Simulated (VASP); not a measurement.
Set up this calculation in VASP 6.6.1, as the native input.

| Item | Value |
| --- | --- |
| Task | relaxation of cell and atoms |
| Functional | PBE |
| Potentials or basis | VASP PAW PBE potentials, release 64 (Ti_sv) |
| Cutoff | 600 eV |
| k mesh | 16 × 16 × 9 |
| Occupations | fermi-dirac, width 0.1 eV |
| Spin | no spin polarisation |
| Target pressure | 38 GPa |
| Dipole correction | no |
| Further INCAR settings | ALGO = Normal; EDIFF = 1e-06; IBRION = 2; EDIFFG = -0.005; NSW = 32; ISIF = 3 |

The structure of Ti lies in POSCAR:

```
Ti
1.0
    2.7138196662      0.0000000000      0.0000000000
   -1.3569098331      2.3502367722      0.0000000000
    0.0000000000      0.0000000000      4.3378440896
Ti
2
Direct
    0.3333333333      0.6666666667      0.2500000000
    0.6666666667      0.3333333333      0.7500000000
```

The input as run:

INCAR

```
PREC = Accurate ; ENCUT = 600
EDIFF = 1E-6 ; ISMEAR = -1
SIGMA = 0.1 ; LREAL = False
LASPH = True ; NELM = 80
ALGO = Normal ; ISIF = 3
LWAVE = False ; LCHARG = False
GGA = PE ; IBRION = 2
NSW = 32 ; EDIFFG = -0.005
PSTRESS = 380.0
```

KPOINTS

```
regular mesh
0
Gamma
  16 16 9
```

Potentials or basis: VASP PAW PBE potentials, release 64 (Ti_sv).

Run with:

```sh
$ cat potpaw_PBE.64/Ti_sv/POTCAR > POTCAR
$ mpirun -np 1 vasp_std > vasp.out
```

It gave:

The relaxed volume is 13.78 Å³/atom and the relaxed cell is a = 2.710 Å, b = 2.710 Å, c = 4.332 Å, α = 90.00°, β = 90.00°, γ = 120.00°. The space group after relaxing (to 0.1 Å) is P6_3/mmc (No. 194), the energy change on relaxing (the run minimises the enthalpy) is +12.8 meV/atom and the ionic steps are 3. The pressure after relaxing is 38.0 GPa and the band gap on the k mesh is zero (bands 12 and 13 overlap by 1.23 eV).

Caveat: the cell is relaxed towards a set pressure, so the run minimises the enthalpy, not the energy.

Run time: 2.6 min on 1 thread of Intel(R) Xeon(R) Platinum 8259CL CPU @ 2.50GHz (Skylake/Cascade Lake), on a shared host, peak memory 0.2 GiB.
